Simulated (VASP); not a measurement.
The system is Ge3S4.

```
CELL_PARAMETERS angstrom
5.50690 0.00000 0.00000
0.00000 5.50690 0.00000
0.00000 0.00000 5.50690
ATOMIC_POSITIONS crystal
Ge 0.00000 0.00000 0.50000
Ge 0.50000 0.00000 0.00000
Ge 0.00000 0.50000 0.00000
S 0.28429 0.71571 0.28429
S 0.71571 0.28429 0.28429
S 0.28429 0.28429 0.71571
S 0.71571 0.71571 0.71571
```

```yaml
Program: VASP 6.6.1
Task: relaxation of cell and atoms
Functional: PBE
Potentials_or_basis: VASP PAW PBE potentials, release 64 (Ge_d, S)
Cutoff: 600 eV
k_mesh: 8 × 8 × 8
Occupations: gaussian, width 0.1 eV
Spin: no spin polarisation
```

At the start: pressure 0.6 GPa; volume 23.86 Å³/atom.

Problem. Where does the relaxation end?

Solution. Over 17 steps the energy falls by 68.3 meV/atom and the volume is 27.72 Å³/atom (+16.2 %); space group P-43m (No. 215, to 0.05 Å).

Step by step:
```tsv
step	energy change (eV)	largest force (eV/Å)	pressure (GPa)	volume (Å³)
1	0.0000	0.2917	0.59	167.00
2	-0.0224	0.3179	0.25	169.13
3	-0.0720	0.4177	-0.72	175.60
4	-0.1111	0.6286	-2.47	189.05
5	-0.1166	0.6293	-2.49	189.37
6	-0.1332	0.6330	-2.51	190.34
7	-0.1659	0.6328	-2.55	192.29
8	-0.2260	0.5983	-2.65	196.23
9	-0.2991	0.4519	-2.87	204.26
10	-0.3683	0.3674	-2.29	201.21
11	-0.4629	0.1553	-0.62	194.16
12	-0.4721	0.0534	0.21	191.06
13	-0.4722	0.0621	0.12	191.32
14	-0.4727	0.0594	0.12	191.44
15	-0.4741	0.0511	0.13	191.81
16	-0.4762	0.0358	0.09	192.55
17	-0.4782	0.0050	0.03	194.04
```

Final structure:
```
CELL_PARAMETERS angstrom
5.78933 0.00000 0.00000
0.00000 5.78933 0.00000
0.00000 0.00000 5.78933
ATOMIC_POSITIONS crystal
Ge 0.00000 0.00000 0.50000
Ge 0.50000 0.00000 0.00000
Ge 0.00000 0.50000 0.00000
S 0.24189 0.75811 0.24189
S 0.75811 0.24189 0.24189
S 0.24189 0.24189 0.75811
S 0.75811 0.75811 0.75811
```

Caveat: the volume moved by over 15 % at a fixed basis, so the end points are rough.
